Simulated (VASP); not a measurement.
Here is a VASP 6.6.1 calculation.

The input INCAR:

```
SYSTEM = Ti3Si
PREC = Accurate ; ENCUT = 600
EDIFF = 1E-6 ; ISMEAR = -1
SIGMA = 0.15 ; LREAL = .False.
LASPH = .True. ; NELM = 80
ALGO = Fast ; ISIF = 4
LWAVE = .False. ; LCHARG = .False.
GGA = CA ; IBRION = 2
NSW = 80 ; EDIFFG = -0.001
```

File KPOINTS:

```
Automatic mesh
0
Gamma
  6 6 8
  0 0 0
```

Contents of POSCAR:

```
Ti3Si
1.0
    5.4788133642      0.0000000000      0.0000000000
   -2.7394066821      4.7447915560      0.0000000000
    0.0000000000      0.0000000000      4.4225697438
Ti Si
6 2
Direct
    0.3427272437      0.1713636219      0.7500000000
    0.8286363781      0.1713636219      0.7500000000
    0.8286363781      0.6572727563      0.7500000000
    0.6572727563      0.8286363781      0.2500000000
    0.1713636219      0.8286363781      0.2500000000
    0.1713636219      0.3427272437      0.2500000000
    0.3333333333      0.6666666667      0.7500000000
    0.6666666667      0.3333333333      0.2500000000
```

Potentials or basis: VASP PAW LDA potentials, release 64 (Ti_sv, Si).

Launch:

```console
$ cat potpaw_LDA.64/Ti_sv/POTCAR potpaw_LDA.64/Si/POTCAR > POTCAR
$ mpirun -np 1 vasp_std > vasp.out
```

Question: Predict the band gap on the k mesh.

Answer: Zero (bands 40 and 41 overlap by 0.42 eV).

The path:
```csv
step,energy change (eV),largest force (eV/Å),pressure (GPa),volume (Å³)
1,0.0000,0.0140,3.20,114.97
2,-0.0002,0.0010,3.18,114.97
3,-0.0002,0.0015,3.18,114.97
4,-0.0002,0.0025,3.18,114.97
5,-0.0002,0.0041,3.18,114.97
6,-0.0002,0.0024,3.18,114.97
7,-0.0002,0.0048,3.18,114.97
8,-0.0002,0.0008,3.18,114.97
```
